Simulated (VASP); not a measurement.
The system is Li3P2.

```xyz
5
Lattice="3.7179 0.0000 0.0000 -1.8590 3.2198 0.0000 0.0000 0.0000 5.7845" Properties=species:S:1:pos:R:3 pbc="T T T"
Li    0.0000    0.0000    0.0000
Li    0.0000    2.1465    3.7310
Li    1.8590    1.0733    2.0535
P     0.0000    2.1465    1.4172
P     1.8590    1.0733    4.3673
```

* Program: VASP 6.6.1
* Task: relaxation of cell and atoms
* Functional: PBE
* Potentials or basis: VASP PAW PBE potentials, release 64 (Li_sv, P)
* Cutoff: 600 eV
* k mesh: 6 × 6 × 4
* Occupations: gaussian, width 0.1 eV
* Spin: no spin polarisation

At the start: pressure 10.5 GPa; volume 13.85 Å³/atom.

Where does the relaxation end?

Over 17 steps the energy falls by 257.4 meV/atom and the volume is 15.72 Å³/atom (+13.5 %); space group P-3m1 (No. 164, to 0.1 Å) before and after.

Step by step:
| step | energy change (eV) | largest force (eV/Å) | pressure (GPa) | volume (Å³) |
| --- | --- | --- | --- | --- |
| 1 | 0.0000 | 1.1547 | 10.49 | 69.25 |
| 2 | -0.5748 | 0.7692 | 2.26 | 78.68 |
| 3 | -0.7023 | 0.6640 | -1.15 | 85.02 |
| 4 | -0.7147 | 0.6252 | -2.20 | 87.54 |
| 5 | -0.8948 | 0.6702 | -2.31 | 86.14 |
| 6 | -1.2442 | 0.3274 | -1.43 | 81.42 |
| 7 | -1.2484 | 0.2545 | -0.97 | 80.60 |
| 8 | -1.2487 | 0.2707 | -1.06 | 80.76 |
| 9 | -1.2756 | 0.0788 | 0.23 | 78.16 |
| 10 | -1.2757 | 0.0900 | 0.32 | 77.98 |
| 11 | -1.2803 | 0.0862 | 0.03 | 78.52 |
| 12 | -1.2815 | 0.0735 | -0.18 | 78.92 |
| 13 | -1.2831 | 0.0447 | -0.03 | 78.62 |
| 14 | -1.2839 | 0.0447 | 0.19 | 78.19 |
| 15 | -1.2851 | 0.0450 | 0.13 | 78.32 |
| 16 | -1.2865 | 0.0490 | -0.04 | 78.65 |
| 17 | -1.2871 | 0.0110 | 0.01 | 78.58 |

Final structure:
```
CELL_PARAMETERS angstrom
4.20913 0.00000 0.00000
-2.10456 3.64521 0.00000
0.00000 0.00000 5.12178
ATOMIC_POSITIONS crystal
Li 0.00000 0.00000 0.00000
Li 0.33333 0.66667 0.68574
Li 0.66667 0.33333 0.31426
P 0.33333 0.66667 0.20062
P 0.66667 0.33333 0.79938
```

Caveat: the cutoff is under 1.25 times the usual one of these potentials, so pressure, stress and relaxed cells hold a basis-set (Pulay) error.
